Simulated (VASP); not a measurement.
Set up this calculation in VASP 6.6.1, as the native input.

```
Task                   : single point
Functional             : PBEsol
Potentials or basis    : VASP PAW PBE potentials, release 64 (Cu)
Cutoff                 : 520 eV
k mesh                 : 22 × 22 × 22
Occupations            : gaussian, width 0.15 eV
Spin                   : no spin polarisation
Dipole correction      : no
Further INCAR settings : ALGO = Normal; EDIFF = 1e-06; NBANDS = 12
```

The structure of Cu lies in POSCAR:

```
Cu
1.0
    0.0000000000      1.7894250000      1.8075000000
    1.7894250000      0.0000000000      1.8075000000
    1.7894250000      1.7894250000      0.0000000000
Cu
1
Direct
    0.0000000000      0.0000000000      0.0000000000
```

This cell differs from its parent crystal: strain -0.0100 x Voigt [1, 1, 0, 0, 0, 0].

These files were run (other wordings do the same):

INCAR

```
SYSTEM = Cu
  PREC = Accurate
  ENCUT = 520
  EDIFF = 1E-6
  ISMEAR = 0
  SIGMA = 0.15
  LREAL = .False.
  LASPH = .True.
  NELM = 80
  ALGO = Normal
  ISIF = 2
  LWAVE = .False.
  LCHARG = .False.
  GGA = PS
  NBANDS = 12
```

KPOINTS

```
Automatic mesh
0
Gamma
  22 22 22
  0 0 0
```

Potentials or basis: VASP PAW PBE potentials, release 64 (Cu).

Run with:

```sh
$ cat potpaw_PBE.64/Cu/POTCAR > POTCAR
$ mpirun -np 1 vasp_std > vasp.out
```

It gave:

| Quantity | Value |
| --- | --- |
| Pressure | -2.9 GPa |

Caveat: the cell differs from its parent crystal (strain -0.0100 x Voigt [1, 1, 0, 0, 0, 0]); the PAW data sets were made with another functional, which shifts forces and pressure a little.

Run time: 39 s on 1 thread of Intel(R) Xeon(R) 6975P-C (Granite Rapids), with other jobs on the host, peak memory 0.22 GiB.
